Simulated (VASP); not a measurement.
Set up this calculation in VASP 6.6.1, as the native input.

| Quantity | Value |
| --- | --- |
| Task | single point |
| Functional | r2SCAN |
| Potentials or basis | VASP PAW PBE potentials, release 64 (K_sv, Br) |
| Cutoff | 520 eV |
| k mesh | 6 × 6 × 6 |
| Occupations | gaussian, width 0.02 eV |
| Spin | no spin polarisation |
| Dipole correction | no |
| Further INCAR settings | ALGO = Normal; EDIFF = 1e-06; NBANDS = 15 |

KBr:

```
K Br
1.0
     0.00000    3.26887    3.26887
     3.26887    0.00000    3.26887
     3.26887    3.26887    0.00000
K Br
1 1
Direct
  0.00000 0.00000 0.00000
  0.50000 0.50000 0.50000
```

This cell differs from its parent crystal: volume scaled by 0.97.

One way to write it, as run:

POSCAR

```
KBr
1.0
    0.0000000000      3.2688675618      3.2688675618
    3.2688675618      0.0000000000      3.2688675618
    3.2688675618      3.2688675618      0.0000000000
K Br
1 1
Direct
    0.0000000000      0.0000000000      0.0000000000
    0.5000000000      0.5000000000      0.5000000000
```

INCAR.step1

```
SYSTEM = KBr
  PREC = Accurate
  ENCUT = 520
  ISMEAR = 0
  SIGMA = 0.02
  LREAL = .False.
  LASPH = .True.
  NELM = 60
  NBANDS = 15
  GGA = PE
  ALGO = Normal
  EDIFF = 1E-4
  LWAVE = .True.
  LCHARG = .False.
```

INCAR.step2

```
SYSTEM = KBr
  PREC = Accurate
  ENCUT = 520
  EDIFF = 1E-6
  ISMEAR = 0
  SIGMA = 0.02
  LREAL = .False.
  LASPH = .True.
  NELM = 60
  ALGO = Normal
  ISIF = 2
  LWAVE = .False.
  LCHARG = .False.
  METAGGA = R2SCAN
  LMIXTAU = .True.
  NBANDS = 15
  ISTART = 1
```

KPOINTS

```
regular mesh
0
Gamma
  6 6 6
  0 0 0
```

Potentials or basis: VASP PAW PBE potentials, release 64 (K_sv, Br).

Launch:

```bash
$ cat potpaw_PBE.64/K_sv/POTCAR potpaw_PBE.64/Br/POTCAR > POTCAR
$ cp INCAR.step1 INCAR
$ mpirun -np 1 vasp_std > vasp.out
$ cp INCAR.step2 INCAR
$ mpirun -np 1 vasp_std > vasp.out
```

It gave:

* Pressure: 0.6 GPa
* Band gap on the k mesh: 5.16 eV, direct

Caveat: the PAW data sets were made with another functional, which shifts forces and pressure a little.

Wall time 41 s on 1 thread of Intel(R) Xeon(R) 6975P-C (Granite Rapids), on a shared host, peak memory 0.22 GiB.
